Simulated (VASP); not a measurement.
**Mg3Te2: single point with PBE**

Crystal: Mg3Te2.

```
Mg Te
1.0
     5.15145    0.00000    0.00000
    -2.57573    4.46129    0.00000
     0.00000    0.00000    6.13724
Mg Te
3 2
Direct
  0.00000 0.00000 0.00000
  0.33333 0.66667 0.72369
  0.66667 0.33333 0.27631
  0.33333 0.66667 0.23745
  0.66667 0.33333 0.76255
```

```json
{
  "Program": "VASP 6.6.1",
  "Task": "single point",
  "Functional": "PBE",
  "Potentials or basis": "VASP PAW PBE potentials, release 64 (Mg, Te)",
  "Cutoff": "520 eV",
  "k mesh": "6 × 6 × 4",
  "Occupations": "gaussian, width 0.1 eV",
  "Spin": "no spin polarisation",
  "Dipole correction": "no",
  "Further INCAR settings": "ALGO = Normal; EDIFF = 1e-06; NBANDS = 17"
}
```

```json
{
  "Pressure": "0.0 GPa",
  "Band gap on the k mesh": "zero (bands 9 and 10 overlap by 2.32 eV)"
}
```

Forces in eV/Å, atoms in the order of the input:
```
Mg   0.000  0.000  0.000
Mg   0.000  0.000  0.001
Mg   0.000  0.000 -0.001
Te   0.000  0.000 -0.003
Te   0.000  0.000  0.003
```

Stress tensor (GPa, compression positive):
```
 0.04  0.00  0.00
 0.00  0.04  0.00
 0.00  0.00 -0.06
```

Levels at points of the mesh, in eV from the Fermi level:
```csv
k point,band 5,band 6,band 7,band 8,band 9,band 10,band 11,band 12,band 13,band 14
"(0.00, 0.00, 0.00)",-3.64,-2.61,-2.61,-1.84,-1.40,-1.31,1.16,1.16,2.56,3.01
"(0.50, 0.00, 0.00)",-4.37,-4.08,-3.23,-2.48,-1.30,0.76,1.97,2.37,3.30,3.43
"(0.00, 0.00, 0.50)",-3.21,-3.21,-3.05,-3.05,0.06,0.18,0.79,0.79,1.86,1.86
"(0.50, 0.00, 0.50)",-3.85,-3.37,-2.94,-2.56,-0.21,0.85,2.31,2.35,3.80,4.13
```

It took 93 s on 1 thread of Intel Xeon 8259CL (shared host), peak memory 0.28 GiB.

Caveat: spin-orbit coupling is left out, which moves the levels of the heavy elements.
